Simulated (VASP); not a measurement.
# Al3Ga13As3P13 (P1) in VASP: further runs, part 2 of 2

VASP 6.6.1.

**3. Relaxation of volume and atoms at fixed shape, PBEsol**

The input, INCAR:

```
SYSTEM = Al3Ga13As3P13
PREC = Accurate
ENCUT = 500
EDIFF = 1E-7
ISMEAR = -1
SIGMA = 0.05
LREAL = Auto
LASPH = .TRUE.
NELM = 120
ALGO = Normal
ISIF = 8
LWAVE = .FALSE.
LCHARG = .FALSE.
GGA = PS
IBRION = 2
NSW = 100
EDIFFG = -0.03
ISYM = -1
GGA_COMPAT = .FALSE.
NELMIN = 4
KPAR = 1
```

The input, KPOINTS:

```
explicit points
1
Reciprocal
  0.25000000   0.25000000   0.25000000 1
```

The input, POSCAR:

```
Al3Ga13As3P13
1.0
   10.9665080000      0.0000000000      0.0000000000
    0.0000000000     10.9665080000      0.0000000000
    0.0000000000      0.0000000000     10.9665080000
Ga Al P As
26 6 26 6
Direct
    0.0018550000      0.9986960000      0.9970240000
    0.0004570000      0.0038480000      0.5031950000
    0.0025020000      0.5025410000      0.4994030000
    0.4977610000      0.0017260000      0.0003490000
    0.4992120000      0.9979930000      0.4998340000
    0.5010030000      0.4982490000      0.0008920000
    0.2519660000      0.2470560000      0.0027400000
    0.2504700000      0.2468610000      0.5006750000
    0.2488050000      0.7509330000      0.5014230000
    0.7487670000      0.2499700000      0.9990060000
    0.7500420000      0.2492230000      0.5013520000
    0.7488730000      0.7495490000      0.0013860000
    0.7456790000      0.7503470000      0.4998190000
    0.2499070000      0.9989690000      0.2516080000
    0.2511260000      0.0000120000      0.7473540000
    0.2522540000      0.4982150000      0.2518590000
    0.2500360000      0.4995270000      0.7511380000
    0.7473180000      0.0017070000      0.2475790000
    0.7527440000      0.9996990000      0.7494590000
    0.7487900000      0.4982300000      0.2506010000
    0.0027980000      0.2498750000      0.2519760000
    0.9985190000      0.7483890000      0.7538930000
    0.4995650000      0.2491330000      0.2549930000
    0.4979390000      0.2497310000      0.7525900000
    0.4992330000      0.7521690000      0.2502420000
    0.4972420000      0.7524280000      0.7510460000
    0.0022270000      0.5008660000      0.9978140000
    0.4992430000      0.4971740000      0.4995690000
    0.2488610000      0.7526120000      0.0009100000
    0.7522090000      0.5005010000      0.7483170000
    0.9981520000      0.2508220000      0.7504920000
    0.9999100000      0.7470560000      0.2515210000
    0.1268280000      0.1211010000      0.1247140000
    0.1270070000      0.6251890000      0.1260120000
    0.1256810000      0.6218590000      0.6253580000
    0.6248710000      0.1250230000      0.1217680000
    0.6239860000      0.1257670000      0.6225180000
    0.6261630000      0.6244190000      0.1255150000
    0.3758740000      0.3736540000      0.1223630000
    0.3779130000      0.3725300000      0.6244590000
    0.8766500000      0.3763650000      0.1258050000
    0.8769350000      0.3769160000      0.6269260000
    0.8775020000      0.8718230000      0.1258180000
    0.8732740000      0.8717820000      0.6236640000
    0.3753010000      0.1272610000      0.3750590000
    0.3748300000      0.6236800000      0.3724390000
    0.3723270000      0.6267530000      0.8723270000
    0.8778840000      0.1258480000      0.3761120000
    0.8749230000      0.1219630000      0.8751700000
    0.8727950000      0.6264330000      0.3759820000
    0.8757320000      0.6269950000      0.8744930000
    0.1272030000      0.3748480000      0.3754850000
    0.1222220000      0.3758540000      0.8735050000
    0.1249580000      0.8756880000      0.3721020000
    0.1242380000      0.8723310000      0.8738630000
    0.6222330000      0.3749470000      0.3754930000
    0.6215510000      0.8754690000      0.3735410000
    0.6241320000      0.8767050000      0.8738430000
    0.1243300000      0.1255340000      0.6267470000
    0.6237390000      0.6229030000      0.6251290000
    0.3746700000      0.8735370000      0.1268660000
    0.3747660000      0.8768330000      0.6246360000
    0.3765110000      0.1243060000      0.8746580000
    0.6233230000      0.3726910000      0.8738210000
```

Potentials or basis: VASP PAW PBE potentials, release 64 (Ga_d, Al, P, As).

On the command line:

```console
cat potpaw_PBE.64/Ga_d/POTCAR potpaw_PBE.64/Al/POTCAR potpaw_PBE.64/P/POTCAR potpaw_PBE.64/As/POTCAR > POTCAR
mpirun -np 4 vasp_std > vasp.out
```

Run time: 33 min. Hardware: 4 MPI ranks of Intel Xeon Platinum 8375C at 2.90GHz (Ice Lake), shared host; peak memory 0.46 GiB.

It converged, with:

```yaml
Free_energy: -318.4705 eV
Relaxed_volume: 20.63 Å³/atom
Relaxed_cell: a = 10.970 Å, b = 10.970 Å, c = 10.970 Å, α = 90.00°, β = 90.00°, γ = 90.00°
Space_group_after_relaxing_to_0.1_Å: P1 (No. 1)
Energy_gained_by_relaxing: 15.3 meV/atom
Ionic_steps: 12
Pressure_after_relaxing: 0.0 GPa
Largest_force_after_relaxing: 0.021 eV/Å
Band_gap_on_the_k_mesh: 1.86 eV
```

Forces on the atoms (eV/Å):
```
Ga   0.012  0.012  0.006
Ga   0.016 -0.009 -0.007
Ga  -0.012 -0.011  0.011
Ga   0.000 -0.010 -0.005
Ga  -0.001 -0.003  0.008
Ga   0.001  0.001  0.015
Ga   0.006  0.000 -0.001
Ga   0.005 -0.008 -0.006
Ga   0.007  0.005 -0.003
Ga  -0.007 -0.004  0.011
Ga   0.002  0.000  0.013
Ga  -0.004 -0.011  0.000
Ga   0.019 -0.009  0.002
Ga  -0.004  0.005  0.000
Ga   0.003  0.006  0.014
Ga  -0.008  0.014  0.006
Ga   0.005  0.007  0.001
Ga  -0.014 -0.006  0.000
Ga  -0.011  0.001  0.007
Ga   0.000  0.008 -0.001
Ga  -0.011  0.000 -0.004
Ga   0.007  0.012  0.006
Ga  -0.007 -0.003 -0.005
Ga  -0.011  0.008 -0.009
Ga   0.001 -0.003  0.009
Ga   0.009 -0.006  0.001
Al  -0.010 -0.012 -0.007
Al   0.001  0.011 -0.004
Al   0.000 -0.004 -0.014
Al   0.006 -0.007 -0.002
Al   0.003  0.004 -0.011
Al   0.007  0.007 -0.002
P    0.011  0.004 -0.010
P   -0.011  0.001 -0.016
P    0.005  0.002 -0.004
P   -0.006 -0.010  0.005
P   -0.004  0.001  0.008
P   -0.002  0.005 -0.006
P   -0.008  0.004 -0.005
P    0.000 -0.002  0.006
P   -0.012  0.001  0.002
P   -0.003 -0.012 -0.002
P   -0.005  0.002 -0.001
P    0.001  0.014  0.012
P    0.002 -0.004 -0.001
P    0.004  0.003  0.003
P    0.001  0.001 -0.010
P   -0.002 -0.002  0.007
P    0.004  0.000 -0.006
P    0.009 -0.001  0.001
P    0.007  0.000 -0.012
P   -0.004 -0.006  0.010
P    0.003 -0.003 -0.010
P    0.020  0.004 -0.004
P    0.000  0.005  0.008
P   -0.006  0.000  0.000
P   -0.012 -0.006  0.015
P   -0.001  0.002 -0.005
As   0.011 -0.001 -0.006
As  -0.002 -0.001 -0.011
As  -0.002  0.003 -0.007
As   0.003 -0.007  0.004
As   0.001  0.008  0.001
As  -0.008  0.000  0.004
```

Stress tensor (GPa, compression positive):
```
-0.03 -0.72 -0.72
-0.72 -0.04 -0.72
-0.72 -0.72 -0.02
```

Step by step:
| step | energy change (eV) | largest force (eV/Å) | pressure (GPa) | volume (Å³) |
| --- | --- | --- | --- | --- |
| 1 | 0.0000 | 1.3382 | 0.30 | 1318.88 |
| 2 | -0.7513 | 0.4557 | -0.34 | 1326.33 |
| 3 | -0.7974 | 0.4493 | -0.50 | 1328.72 |
| 4 | -0.9122 | 0.2886 | 0.21 | 1316.58 |
| 5 | -0.9206 | 0.2338 | 0.49 | 1312.15 |
| 6 | -0.9627 | 0.1272 | -0.05 | 1320.56 |
| 7 | -0.9631 | 0.1280 | -0.11 | 1321.48 |
| 8 | -0.9747 | 0.0566 | -0.03 | 1320.19 |
| 9 | -0.9760 | 0.0679 | 0.01 | 1319.59 |
| 10 | -0.9791 | 0.0347 | 0.02 | 1319.47 |
| 11 | -0.9796 | 0.0404 | 0.03 | 1319.39 |
| 12 | -0.9809 | 0.0213 | -0.03 | 1320.25 |

Final structure:
```
Ga Al P As
1.0
    10.97029    0.00000    0.00000
     0.00000   10.97029    0.00000
     0.00000    0.00000   10.97029
Ga Al P As
26 6 26 6
Direct
  0.99951 0.99908 0.00071
  0.99573 0.99686 0.49701
  0.00093 0.49998 0.49877
  0.50755 0.00047 0.00172
  0.50373 0.00318 0.49582
  0.49701 0.50234 0.00403
  0.24684 0.25327 0.00471
  0.25213 0.25293 0.49697
  0.24594 0.74609 0.49666
  0.75347 0.24651 0.00507
  0.75130 0.25000 0.49895
  0.75058 0.75023 0.00121
  0.75225 0.75353 0.49664
  0.24705 0.00294 0.25387
  0.24541 0.99640 0.75275
  0.24998 0.49936 0.24972
  0.25002 0.49919 0.74971
  0.75119 0.00039 0.24935
  0.75072 0.99932 0.74952
  0.75059 0.49865 0.25025
  0.00003 0.25004 0.25142
  0.99901 0.74966 0.74886
  0.50083 0.24972 0.24883
  0.50052 0.24967 0.74332
  0.50344 0.74666 0.25393
  0.50014 0.74991 0.75718
  0.99973 0.50030 0.00113
  0.49638 0.49621 0.49581
  0.24486 0.74583 0.99790
  0.75709 0.50131 0.74943
  0.99623 0.25309 0.75401
  0.99911 0.74875 0.24901
  0.12271 0.12519 0.12645
  0.12408 0.62288 0.12653
  0.12385 0.62347 0.62509
  0.62702 0.12496 0.12733
  0.62749 0.12467 0.62280
  0.62631 0.62421 0.12630
  0.37454 0.37523 0.12710
  0.37369 0.37517 0.62364
  0.87634 0.37444 0.12666
  0.87667 0.37536 0.62284
  0.87490 0.87499 0.12526
  0.87451 0.87421 0.62440
  0.37587 0.12702 0.37379
  0.37325 0.62329 0.37369
  0.37317 0.62334 0.87617
  0.87442 0.12467 0.37395
  0.87434 0.12334 0.87686
  0.87498 0.62446 0.37461
  0.87667 0.62673 0.87673
  0.12530 0.37563 0.37378
  0.12452 0.37659 0.87653
  0.12216 0.87382 0.37421
  0.12119 0.87281 0.87542
  0.62553 0.37326 0.37363
  0.62709 0.87622 0.37297
  0.62781 0.87483 0.87617
  0.12226 0.12585 0.62382
  0.62461 0.62507 0.62341
  0.37473 0.87356 0.12579
  0.37503 0.87392 0.62343
  0.37493 0.12534 0.87622
  0.62656 0.37471 0.87644
```

Levels at points of the mesh, in eV from the valence-band top:
```
           k point  band 256  band 257  band 258  band 259  band 260  band 261
(0.25, 0.25, 0.25)     -0.41     -0.01      0.00      1.86      1.91      1.95
```

Caveat: the PAW data sets were made with another functional, which shifts forces and pressure a little; a shifted mesh leaves out Γ, where band edges can lie.

**4. Single point, PBEsol**

The input, INCAR:

```
SYSTEM = Al3Ga13As3P13
ALGO = Normal ; EDIFF = 1E-6
ENCUT = 520 ; GGA = PS
ISIF = 2 ; ISMEAR = -1
ISYM = 0 ; LASPH = .TRUE.
LCHARG = .FALSE. ; LREAL = Auto
LWAVE = .FALSE. ; NBANDS = 296
NCORE = 4 ; NELM = 60
PREC = Accurate ; SIGMA = 0.05
```

The input, KPOINTS:

```
Automatic mesh
0
Gamma
  1 1 1
  0.25 0.25 0.25
```

The input, POSCAR:

```
Al3Ga13As3P13
1.0
   10.9698926811      0.0000000000      0.0000000000
    0.0000000000     10.9698926811      0.0000000000
    0.0000000000      0.0000000000     10.9698926811
Ga Al P As
26 6 26 6
Direct
    0.9995920000      0.9997480000      0.0009050000
    0.9965300000      0.9967950000      0.4969410000
    0.0007840000      0.4997990000      0.4990950000
    0.5072800000      0.0002090000      0.0012920000
    0.5037830000      0.0030160000      0.4962630000
    0.4969400000      0.5024250000      0.0043840000
    0.2468060000      0.2536910000      0.0044980000
    0.2524070000      0.2528150000      0.4964800000
    0.2461550000      0.7463760000      0.4967140000
    0.7529070000      0.2463300000      0.0052270000
    0.7509310000      0.2496940000      0.4991690000
    0.7506330000      0.7500590000      0.0011620000
    0.7530800000      0.7532110000      0.4971860000
    0.2471660000      0.0029430000      0.2535000000
    0.2459890000      0.9964410000      0.7529570000
    0.2491350000      0.5000140000      0.2497100000
    0.2501220000      0.4994450000      0.7492990000
    0.7508110000      0.9998900000      0.2495650000
    0.7507480000      0.9995130000      0.7497420000
    0.7503160000      0.4988580000      0.2503070000
    0.9995440000      0.2498980000      0.2515720000
    0.9992310000      0.7499270000      0.7491430000
    0.5004860000      0.2498320000      0.2489430000
    0.5001810000      0.2501230000      0.7434560000
    0.5032940000      0.7472220000      0.2540520000
    0.5008040000      0.7493940000      0.7569040000
    0.9992360000      0.4994670000      0.0005840000
    0.4965300000      0.4966480000      0.4955940000
    0.2450970000      0.7457490000      0.9974470000
    0.7571670000      0.5007830000      0.7495690000
    0.9966360000      0.2525960000      0.7535320000
    0.9991570000      0.7486920000      0.2485600000
    0.1229620000      0.1255970000      0.1265280000
    0.1234870000      0.6229110000      0.1255100000
    0.1237910000      0.6238770000      0.6250020000
    0.6264730000      0.1246370000      0.1275120000
    0.6270660000      0.1247620000      0.6234130000
    0.6260600000      0.6246010000      0.1265190000
    0.3741720000      0.3754970000      0.1273140000
    0.3738360000      0.3753900000      0.6233320000
    0.8757270000      0.3743040000      0.1267080000
    0.8765560000      0.3748140000      0.6230840000
    0.8748980000      0.8751770000      0.1251120000
    0.8749600000      0.8746570000      0.6247040000
    0.3759580000      0.1264340000      0.3739440000
    0.3731580000      0.6236560000      0.3735980000
    0.3735030000      0.6233460000      0.8757590000
    0.8742470000      0.1242850000      0.3742970000
    0.8744180000      0.1237790000      0.8767820000
    0.8752760000      0.6243930000      0.3746300000
    0.8766030000      0.6265310000      0.8764780000
    0.1250420000      0.3755170000      0.3738440000
    0.1245050000      0.3763630000      0.8757730000
    0.1225990000      0.8737550000      0.3738360000
    0.1214980000      0.8733830000      0.8757630000
    0.6253270000      0.3733500000      0.3738450000
    0.6271320000      0.8758560000      0.3737210000
    0.6277530000      0.8746620000      0.8760110000
    0.1231290000      0.1256010000      0.6237110000
    0.6251780000      0.6245700000      0.6234150000
    0.3746130000      0.8735820000      0.1253960000
    0.3753600000      0.8737600000      0.6239530000
    0.3748520000      0.1256560000      0.8763260000
    0.6261980000      0.3748070000      0.8766790000
```

Potentials or basis: VASP PAW PBE potentials, release 64 (Ga_d, Al, P, As).

On the command line:

```console
cat potpaw_PBE.64/Ga_d/POTCAR potpaw_PBE.64/Al/POTCAR potpaw_PBE.64/P/POTCAR potpaw_PBE.64/As/POTCAR > POTCAR
mpirun -np 4 vasp_std > vasp.out
```

OUTCAR:

```text
SYSTEM = Al3Ga13As3P13
   EDIFF = 1E-6
   ENCUT = 520
   GGA = PS
   ISIF = 2
   ISMEAR = -1
   ISYM = 0
   LASPH = .TRUE.
   LREAL = Auto
   NELM = 60
   PREC = Accurate

 ion  position               nearest neighbor table
   1  1.000  1.000  0.001-  49 2.36  55 2.37  43 2.37  33 2.37
   2  0.997  0.997  0.497-  44 2.35  54 2.36  48 2.36  59 2.42
   3  0.001  0.500  0.499-  35 2.36  42 2.36  52 2.37  50 2.37
   4  0.507  0.000  0.001-  36 2.34  58 2.35  63 2.43  61 2.43
   5  0.504  0.003  0.496-  37 2.36  57 2.36  45 2.37  62 2.44
   6  0.497  0.502  0.004-  39 2.36  47 2.36  38 2.37  64 2.44
[... 56 lines left out ...]
  63  0.375  0.126  0.876-  15 2.42  24 2.42   4 2.43   7 2.43
  64  0.626  0.375  0.877-  10 2.43  24 2.43  30 2.43   6 2.44

IMPORTANT INFORMATION: All symmetrisations will be switched off!
NOSYMM: (Re-)initialisation of all symmetry stuff for point group C_1.

----------------------------------------------------------------------------------------

                                     Primitive cell

[... 247 lines left out ...]

 k-point     1 :       0.2500    0.2500    0.2500
  band No.  band energies     occupation
      1     -10.1972      2.00000
      2     -10.1899      2.00000
      3     -10.1880      2.00000
      4     -10.1812      2.00000
      5     -10.1808      2.00000
      6     -10.1773      2.00000
[... 1081 lines left out ...]
    269       7.0014      0.00000
    270       7.0235      0.00000
 [bands above 270 left out]

------------------------ aborting loop because EDIFF is reached ----------------------------------------

  FORCE on cell =-STRESS in cart. coord.  units (eV):
  Direction    XX          YY          ZZ          XY          YZ          ZX
  --------------------------------------------------------------------------------------
  -------------------------------------------------------------------------------------
  Total        0.0953722      0.0435163      0.1633541      0.0965572      0.2301997      0.1578488
  in kB        0.1157511      0.0528147      0.1982593      0.1171893      0.2793883      0.1915776
  external PRESSURE =       0.1222750 kB  Pullay stress =       0.0000000 kB

 VOLUME and BASIS-vectors are now :
 -----------------------------------------------------------------------------
  energy-cutoff  :      520.00
  volume of cell :     1320.10
      direct lattice vectors                 reciprocal lattice vectors
    10.969892681  0.000000000  0.000000000     0.091158595  0.000000000  0.000000000
     0.000000000 10.969892681  0.000000000     0.000000000  0.091158595  0.000000000
     0.000000000  0.000000000 10.969892681     0.000000000  0.000000000  0.091158595

 POSITION                                       TOTAL-FORCE (eV/Angst)
 -----------------------------------------------------------------------------------
     10.96542     10.96713      0.00993        -0.006122     -0.009492     -0.011400
     10.93183     10.93473      5.45139        -0.019327     -0.015100     -0.015335
      0.00860      5.48274      5.47502        -0.015623     -0.027231     -0.001263
      5.56481      0.00229      0.01417         0.002994     -0.010947     -0.009811
      5.52645      0.03309      5.44395        -0.008582     -0.018270     -0.006844
      5.45138      5.51155      0.04809        -0.029273     -0.005403      0.002400
[... 56 lines left out ...]
      4.11209      1.37843      9.61320         0.018229      0.009518      0.017302
      6.86932      4.11159      9.61707         0.000149      0.008772     -0.021880
 -----------------------------------------------------------------------------------
    total drift:                               -0.005046      0.013002      0.001918

  FREE ENERGIE OF THE ION-ELECTRON SYSTEM (eV)
  ---------------------------------------------------
  free  energy   TOTEN  =      -318.4686362049 eV

  energy  without entropy=     -318.4686361525  energy(sigma->0) =     -318.46863618
```

stdout:

```text
POSCAR found type information on POSCAR GaAlP As
 POSCAR found :  4 types and      64 ions
 scaLAPACK will be used
 -----------------------------------------------------------------------------
|                                                                             |
|                                                                             |
|     You enforced a specific xc type in the INCAR file but a different       |
|     I HOPE YOU KNOW WHAT YOU ARE DOING!                                     |
|                                                                             |
 -----------------------------------------------------------------------------

 LDA part: xc-table for (Slater+PW92), standard interpolation
 POSCAR, INCAR and KPOINTS ok, starting setup
 FFT: planning ... GRIDC
 FFT: planning ... GRID_SOFT
 FFT: planning ... GRID
 WAVECAR not read
 entering main loop
```

It took 17 min on 4 MPI ranks of Intel Xeon Platinum 8259CL at 2.50GHz (Skylake/Cascade Lake), shared host; peak memory 0.57 GiB.

What came out:

| Property | Result |
| --- | --- |
| Free energy | -318.4686 eV |
| Pressure | 0.0 GPa |
| Largest force | 0.043 eV/Å |
| Band gap on the k mesh | 1.85 eV |

Forces on the atoms (eV/Å):
```
Ga  -0.006 -0.009 -0.011
Ga  -0.019 -0.015 -0.015
Ga  -0.016 -0.027 -0.001
Ga   0.003 -0.011 -0.010
Ga  -0.009 -0.018 -0.007
Ga  -0.029 -0.005  0.002
Ga  -0.016 -0.018 -0.004
Ga   0.002  0.000 -0.008
Ga  -0.007  0.000 -0.008
Ga  -0.012 -0.030  0.010
Ga   0.005 -0.006  0.010
Ga  -0.015 -0.009 -0.008
Ga  -0.018  0.004 -0.026
Ga  -0.022 -0.008 -0.008
Ga  -0.022 -0.019  0.012
Ga   0.007 -0.027 -0.008
Ga  -0.014 -0.009 -0.007
Ga  -0.020  0.008 -0.005
Ga  -0.016 -0.006 -0.002
Ga  -0.003  0.003  0.003
Ga  -0.016 -0.010 -0.011
Ga   0.001  0.008  0.005
Ga  -0.015 -0.020 -0.004
Ga  -0.007 -0.005 -0.018
Ga  -0.011 -0.027 -0.010
Ga  -0.022 -0.013 -0.012
Al   0.013  0.021  0.016
Al  -0.004  0.008  0.018
Al   0.005  0.004 -0.007
Al   0.008 -0.008  0.013
Al  -0.004  0.009  0.001
Al   0.003  0.025  0.025
P    0.016  0.018 -0.003
P    0.003 -0.012 -0.010
P    0.017  0.000  0.011
P    0.037  0.008 -0.002
P    0.029  0.012 -0.005
P    0.008  0.022  0.002
P    0.003  0.032  0.014
P   -0.012  0.005 -0.011
P    0.005 -0.008  0.004
P   -0.019 -0.016 -0.022
P   -0.007 -0.005 -0.004
P    0.008  0.023  0.013
P    0.012  0.033  0.004
P    0.011 -0.009 -0.003
P    0.003 -0.004  0.006
P    0.005  0.019  0.001
P    0.005 -0.008 -0.004
P    0.011 -0.009 -0.020
P    0.021  0.006 -0.002
P    0.006  0.020  0.021
P    0.016  0.018  0.011
P    0.029  0.012  0.003
P   -0.021 -0.014 -0.003
P    0.005 -0.010 -0.019
P    0.017 -0.003  0.039
P    0.025  0.018  0.024
As  -0.015  0.007 -0.001
As   0.002  0.016  0.015
As   0.024  0.027  0.022
As   0.013 -0.001 -0.001
As   0.018  0.010  0.017
As   0.000  0.009 -0.022
```

Levels at points of the mesh, in eV from the valence-band top:
```csv
k point,band 254,band 255,band 256,band 257,band 258,band 259,band 260,band 261,band 262,band 263
"(0.25, 0.25, 0.25)",-0.51,-0.44,-0.41,-0.02,0.00,1.87,1.91,1.96,1.99,2.39
```

Caveat: the PAW data sets were made with another functional, which shifts forces and pressure a little; a shifted mesh leaves out Γ, where band edges can lie. A k mesh can miss the band edges.

**5. Overview**

```csv
task,cell,cutoff (eV),gap on the mesh (eV),pressure (GPa),largest force (eV/Å)
single point,"a = 10.970 Å, 64 atoms, atomic positions A",500,1.86,0.0,0.04
relaxation of volume and atoms at fixed shape,"relaxed from a = 10.967 Å, 64 atoms, atomic positions B",500,1.86,0.0,0.02
single point,"a = 10.970 Å, 64 atoms, atomic positions A",520,1.85,0.0,0.04
```

Alike in all rows: level PBEsol; potentials or basis VASP PAW PBE potentials, release 64 (Ga_d, Al, P, As); no spin polarisation; k mesh 1 × 1 × 1, shifted; smearing fermi-dirac 0.05 eV.

Caveats: the PAW data sets were made with another functional, which shifts forces and pressure a little; a shifted mesh leaves out Γ, where band edges can lie.

Total energies depend on the potentials used, so only differences within one code and one set of settings carry meaning.
